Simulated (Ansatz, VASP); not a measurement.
One calculation of TiH6, two programs

```
Ti H
1.0
     3.80329    0.00000    0.00000
    -1.90165    3.29375    0.00000
     0.00000    0.00000    2.69351
Ti H
1 6
Cartesian
  0.0000 0.0000 1.3468
  1.9016 0.0000 1.3468
  -0.9508 1.6469 1.3468
  0.9508 1.6469 1.3468
  1.9016 0.0000 0.0000
  -0.9508 1.6469 0.0000
  0.9508 1.6469 0.0000
```

Alike in both runs: functional PBE; k mesh 6 × 6 × 6; occupations gaussian, width 0.1 eV; no spin polarisation.

Ansatz relaxed the structure, and its values are those at the end. VASP's run is a single point on that final structure, the one shown.

|  | VASP | Ansatz |
| --- | --- | --- |
| version | VASP 6.6.1 | Ansatz 0.2.0 |
| potentials or method | VASP PAW PBE potentials, release 64 (Ti_sv, H), cutoff 500 eV | scalar-relativistic, plane waves, PAW |
| valence electrons in the cell | 18 | 18 |

```tsv
	VASP	Ansatz	Ansatz less VASP
gap on the k mesh at the Fermi level (eV)	none	none	-
pressure (GPa)	-0.5	-0.1	+0.31
```

A gap of «none» marks a metal or a gap that the smearing closes.

The k mesh is coarse, so the values compare programs but aren't converged.
